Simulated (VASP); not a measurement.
Input of a VASP 6.6.1 run:

Contents of POSCAR:

```
TiC
1.0
    0.0000000000      2.1800617706      2.1800617706
    2.1800617706      0.0000000000      2.1800617706
    2.1800617706      2.1800617706      0.0000000000
Ti C
1 1
Direct
    0.0000000000      0.0000000000      0.0000000000
    0.5000000000      0.5000000000      0.5000000000
```

INCAR.step1

```
SYSTEM = TiC
ALGO = Normal
EDIFF = 1E-5
ENCUT = 520
GGA = PE
ISIF = 2
ISMEAR = -1
LASPH = .TRUE.
LREAL = .FALSE.
LWAVE = .TRUE.
NBANDS = 15
NELM = 100
PREC = Accurate
SIGMA = 0.05
```

INCAR.step2

```
SYSTEM = TiC
ALGO = Normal
EDIFF = 1E-6
ENCUT = 520
GGA = PE
HFSCREEN = 0.2079
ISIF = 2
ISMEAR = -1
ISTART = 1
LASPH = .TRUE.
LCHARG = .TRUE.
LELF = .TRUE.
LHFCALC = .TRUE.
LREAL = .FALSE.
LVHAR = .TRUE.
LWAVE = .FALSE.
NBANDS = 15
NELM = 100
PREC = Accurate
PRECFOCK = Normal
SIGMA = 0.05
```

KPOINTS

```
k-points
0
G
  6 6 6
  0 0 0
```

Potentials or basis: VASP PAW PBE potentials, release 64 (Ti_sv, C).

Run with:

```sh
$ cat potpaw_PBE.64/Ti_sv/POTCAR potpaw_PBE.64/C/POTCAR > POTCAR
$ cp INCAR.step1 INCAR
$ mpirun -np 1 vasp_std > vasp.out
$ cp INCAR.step2 INCAR
$ mpirun -np 1 vasp_std > vasp.out
```

Q: Estimate the pressure.

A: -9.6 GPa.

Q: What does it give for the band gap on the k mesh?

A: Zero (bands 8 and 9 overlap by 1.80 eV).

Caveat: the k points lie up to 0.42 Å⁻¹ apart, too coarse for converged energies and pressures of a metal; the PAW data sets were made with another functional, which shifts forces and pressure a little.
